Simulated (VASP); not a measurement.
Set up this calculation in VASP 6.6.1, as the native input.

```
Task                   : single point
Functional             : PBE
Potentials or basis    : VASP PAW PBE potentials, release 64 (Ta_pv, C)
Cutoff                 : 520 eV
k mesh                 : 4 × 4 × 4
Occupations            : gaussian, width 0.1 eV
Spin                   : no spin polarisation
Dipole correction      : no
Further INCAR settings : ALGO = Normal; EDIFF = 1e-06; NBANDS = 20
```

The structure of TaC3 lies in POSCAR:

```
TaC3
1.0
    4.1868490740      0.0000000000      0.0000000000
    0.0000000000      4.1868490740      0.0000000000
    0.0000000000      0.0000000000      4.1868490740
Ta C
1 3
Direct
    0.5000000000      0.5000000000      0.5000000000
    0.0000000000      0.5000000000      0.5000000000
    0.5000000000      0.0000000000      0.5000000000
    0.5000000000      0.5000000000      0.0000000000
```

The cell was generated, and may not be a known phase.

One way to write it, as run:

INCAR

```
SYSTEM = TaC3
PREC = Accurate ; ENCUT = 520
EDIFF = 1E-6 ; ISMEAR = 0
SIGMA = 0.1 ; LREAL = .False.
LASPH = .True. ; NELM = 80
ALGO = Normal ; ISIF = 2
LWAVE = .False. ; LCHARG = .False.
GGA = PE ; NBANDS = 20
```

KPOINTS

```
regular mesh
0
Gamma
  4 4 4
  0 0 0
```

Potentials or basis: VASP PAW PBE potentials, release 64 (Ta_pv, C).

Run with:

```bash
$ cat potpaw_PBE.64/Ta_pv/POTCAR potpaw_PBE.64/C/POTCAR > POTCAR
$ mpirun -np 1 vasp_std > vasp.out
```

Results of the run:

The pressure is 0.4 GPa. The band gap on the k mesh is zero (an odd number of electrons rules out a gap without spin polarisation).

Caveat: the k points lie up to 0.38 Å⁻¹ apart, too coarse for converged energies and pressures of a metal; spin-orbit coupling is left out, which moves the levels of the heavy elements.

Wall time 17 s on 1 thread of Intel Xeon 8259CL, with other jobs on the host, peak memory 0.18 GiB.
